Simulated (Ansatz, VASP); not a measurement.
## Ta3AsAu2O13 in VASP and in Ansatz

File INCAR:

```
  PREC = Accurate
  ENCUT = 600
  EDIFF = 1E-6
  ISMEAR = -1
  SIGMA = 0.05
  LREAL = False
  LASPH = True
  NELM = 120
  ALGO = Normal
  ISIF = 2
  LWAVE = False
  LCHARG = False
  GGA = RP
  NBANDS = 84
  GGA_COMPAT = False
  KPAR = 4
```

KPOINTS

```
regular mesh
0
Gamma
  5 5 4
```

The input POSCAR:

```
Ta3AsAu2O13
1.0
    5.8867200000     -0.0007100000      0.0016100000
    2.2005700000      5.9138600000     -0.0016400000
    1.8492300000      1.7412900000      7.5610800000
Ta As Au O
3 1 2 13
Direct
    0.3960500000      0.0500000000      0.5868300000
    0.9589100000      0.6180600000      0.7634800000
    0.0698400000      0.2735600000      0.1890300000
    0.0707200000      0.8891700000      0.0274300000
    0.2193900000      0.6756700000      0.3814400000
    0.6892500000      0.4592700000      0.5687400000
    0.1668900000      0.5951800000      0.1653400000
    0.8610400000      0.1151400000      0.1167700000
    0.2695000000      0.9637700000      0.8367600000
    0.8752700000      0.8279200000      0.9200000000
    0.7032900000      0.7826100000      0.5468600000
    0.1752800000      0.4081700000      0.5935000000
    0.2779800000      0.9264000000      0.1720300000
    0.6461200000      0.1487800000      0.6159500000
    0.1428100000      0.3953800000      0.9394100000
    0.3004800000      0.1720300000      0.3573200000
    0.1905100000      0.8038600000      0.5934700000
    0.7078700000      0.4714000000      0.8137900000
    0.7787800000      0.4236400000      0.3118500000
```

Contents of input.yaml:

```yaml
crystal:
  lattice:
    - [5.88672, -0.00071, 0.00161]
    - [2.20057, 5.91386, -0.00164]
    - [1.84923, 1.74129, 7.56108]
  atoms:
    - { symbol: Ta, position: [0.39605, 0.05, 0.58683] }
    - { symbol: Ta, position: [0.95891, 0.61806, 0.76348] }
    - { symbol: Ta, position: [0.06984, 0.27356, 0.18903] }
    - { symbol: As, position: [0.07072, 0.88917, 0.02743] }
    - { symbol: Au, position: [0.21939, 0.67567, 0.38144] }
    - { symbol: Au, position: [0.68925, 0.45927, 0.56874] }
    - { symbol: O, position: [0.16689, 0.59518, 0.16534] }
    - { symbol: O, position: [0.86104, 0.11514, 0.11677] }
    - { symbol: O, position: [0.2695, 0.96377, 0.83676] }
    - { symbol: O, position: [0.87527, 0.82792, 0.92] }
    - { symbol: O, position: [0.70329, 0.78261, 0.54686] }
    - { symbol: O, position: [0.17528, 0.40817, 0.5935] }
    - { symbol: O, position: [0.27798, 0.9264, 0.17203] }
    - { symbol: O, position: [0.64612, 0.14878, 0.61595] }
    - { symbol: O, position: [0.14281, 0.39538, 0.93941] }
    - { symbol: O, position: [0.30048, 0.17203, 0.35732] }
    - { symbol: O, position: [0.19051, 0.80386, 0.59347] }
    - { symbol: O, position: [0.70787, 0.4714, 0.81379] }
    - { symbol: O, position: [0.77878, 0.42364, 0.31185] }
hamiltonian:
  xc: rpbe
  pseudopotentials: { kind: paw }
kpoints:
  mp_grid: { grid: [5, 5, 4] }
  band_path:
    path:
      - [[0.0, 0.0, 0.5], [0.0, 0.0, 0.0], [0.5, 0.0, 0.0]]
      - [[0.5, 0.0, 0.5], [0.0, 0.0, 0.0], [0.0, 0.5, 0.0]]
      - [[0.0, 0.5, 0.5], [0.0, 0.0, 0.0], [0.5, 0.5, 0.0]]
      - [[0.5, 0.5, 0.5], [0.0, 0.0, 0.0]]
    npoints: 10
scf:
  occupations: { method: fermi_dirac, width: 0.05 }
  n_extra_bands: 47
output:
  forces: true
  stress: true
  eigenvalues: true
  fatbands: false
  write_density: true
  write_potential: true
  elf: true
  volumetric_format: npy
```

Alike in both runs: functional RPBE; k mesh 5 × 5 × 4; occupations fermi-dirac, width 0.05 eV; no spin polarisation.

|  | VASP | Ansatz |
| --- | --- | --- |
| version | VASP 6.6.1 | Ansatz 0.2.0 |
| potentials or method | VASP PAW PBE potentials, release 64 (Ta_pv, As, Au, O) | Ansatz PAW |
| plane-wave cutoff (eV) | 600 | 420 |
| valence electrons in the cell | 138 | 170 |
| task | single point | band structure |

VASP gave:

| Property | Result |
| --- | --- |
| gap on the k mesh at the Fermi level (eV) | 1.59 |
| least direct gap on the mesh (eV) | 1.63 |
| pressure (GPa) | 4.3 |
| traceless stress, the component that is largest in VASP (GPa) | -0.42 |
| rms of the force components (eV/Å) | 0.120 |

What did Ansatz give for the same quantities?

gap on the k mesh at the Fermi level (eV): 1.63; least direct gap on the mesh (eV): 1.67; pressure (GPa): 3.6; traceless stress, the component that is largest in VASP (GPa): -0.34; rms of the force components (eV/Å): 0.070.

VASP's potentials were made for PBE, not for RPBE. Atom by atom the forces differ by 0.069 eV/Å (rms over components). VASP's potentials hold 138 valence electrons a cell and Ansatz's 170, so a difference there can come from the potentials and not from the codes.

Spin-orbit coupling is off throughout.
